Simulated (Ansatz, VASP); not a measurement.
# One calculation of BN, two programs

File INCAR:

```
SYSTEM = BN
PREC = Accurate
ENCUT = 520
EDIFF = 1E-6
ISMEAR = -1
SIGMA = 0.03
LREAL = .FALSE.
LASPH = .TRUE.
NELM = 100
ALGO = Normal
ISIF = 2
LWAVE = .FALSE.
LCHARG = .FALSE.
GGA = PS
NBANDS = 11
```

The input KPOINTS:

```
regular mesh
0
G
  13 13 13
  0 0 0
```

POSCAR

```
BN
1.0
    0.0000000000      1.7713500000      1.8075000000
    1.7713500000      0.0000000000      1.8075000000
    1.7713500000      1.7713500000      0.0000000000
B N
1 1
Direct
    0.0000000000      0.0000000000      0.0000000000
    0.7500000000      0.7500000000      0.7500000000
```

Input for Ansatz:

```yaml
crystal:
  lattice:
    - [0.0, 1.77135, 1.8075]
    - [1.77135, 0.0, 1.8075]
    - [1.77135, 1.77135, 0.0]
  atoms:
    - { symbol: B, position: [0.0, 0.0, 0.0] }
    - { symbol: "N", position: [0.75, 0.75, 0.75] }
kpoints:
  mp_grid: { grid: [13, 13, 13] }
  band_path:
    path:
      - [0.0, 0.0, 0.0]
      - [0.5, 0.0, 0.5]
      - [0.75, 0.25, 0.5]
      - [0.5, 0.5, 0.5]
      - [0.0, 0.0, 0.0]
      - [0.5, 0.5, 0.0]
      - [0.62995, 0.62995, 0.2599]
      - [0.37005, 0.37005, 0.7401]
      - [0.0, 0.0, 0.0]
    npoints: 5
scf:
  occupations: { method: fermi_dirac, width: 0.03 }
hamiltonian:
  xc: pbesol
  pseudopotentials: { kind: all_electron, lapw: { basis_error: 0.001 } }
output:
  forces: true
  stress: true
  eigenvalues: true
```

Change from the starting cell: equal xx and yy strain of -2 %.

Alike in both runs: task single point; functional PBEsol; k mesh 13 × 13 × 13; occupations fermi-dirac, width 0.03 eV; no spin polarisation.

|  | VASP | Ansatz |
| --- | --- | --- |
| version | VASP 6.6.1 | Ansatz 0.2.0 |
| potentials or method | VASP PAW PBE potentials, release 64 (B, N), cutoff 520 eV | all-electron LAPW, scalar-relativistic |

|  | VASP | Ansatz | Ansatz less VASP |
| --- | --- | --- | --- |
| gap on the k mesh at the Fermi level (eV) | 4.21 | 4.22 | +0.010 |
| pressure (GPa) | 14.1 | 13.4 | -0.73 |
| traceless stress, the component that is largest in VASP (GPa) | -8.72 | -8.74 | -0.018 |

VASP's potentials were made for PBE, not for PBEsol. Ansatz ran all-electron here, and VASP with PAW potentials.
